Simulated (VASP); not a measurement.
Write the native input for VASP 6.6.1 that does the following.

```yaml
Task: single point
Functional: PBE
Potentials_or_basis: VASP PAW PBE potentials, release 64 (Al, N)
Cutoff: 600 eV
k_mesh: 8 × 8 × 8
Occupations: gaussian, width 0.1 eV
Spin: no spin polarisation
Dipole_correction: no
Further_INCAR_settings: ALGO = Normal; EDIFF = 1e-06; NBANDS = 11
```

The structure of AlN lies in POSCAR:

```
AlN
1.0
    0.0000000000      2.0351763363      2.0351763363
    2.0351763363      0.0000000000      2.0351763363
    2.0351763363      2.0351763363      0.0000000000
Al N
1 1
Direct
    0.0000000000      0.0000000000      0.0000000000
    0.5000000000      0.5000000000      0.5000000000
```

The input as run:

INCAR

```
SYSTEM = AlN
ALGO = Normal ; EDIFF = 1E-6
ENCUT = 600 ; GGA = PE
GGA_COMPAT = .False. ; ISIF = 2
ISMEAR = 0 ; LASPH = .True.
LCHARG = .False. ; LREAL = .False.
LWAVE = .False. ; NBANDS = 11
NELM = 120 ; PREC = Accurate
SIGMA = 0.1
```

KPOINTS

```
k-points
0
Gamma
  8 8 8
  0 0 0
```

Potentials or basis: VASP PAW PBE potentials, release 64 (Al, N).

Run with:

```console
$ cat potpaw_PBE.64/Al/POTCAR potpaw_PBE.64/N/POTCAR > POTCAR
$ mpirun -np 1 vasp_std > vasp.out
```

Results of the run:

```json
{
 "Pressure": "-0.4 GPa",
 "Band gap on the k mesh": "4.41 eV, indirect (least direct gap 5.39 eV)"
}
```

Run time: 5.6 s on 1 thread of Intel(R) Xeon(R) Platinum 8488C (Sapphire Rapids), on a shared host, peak memory 0.13 GiB.
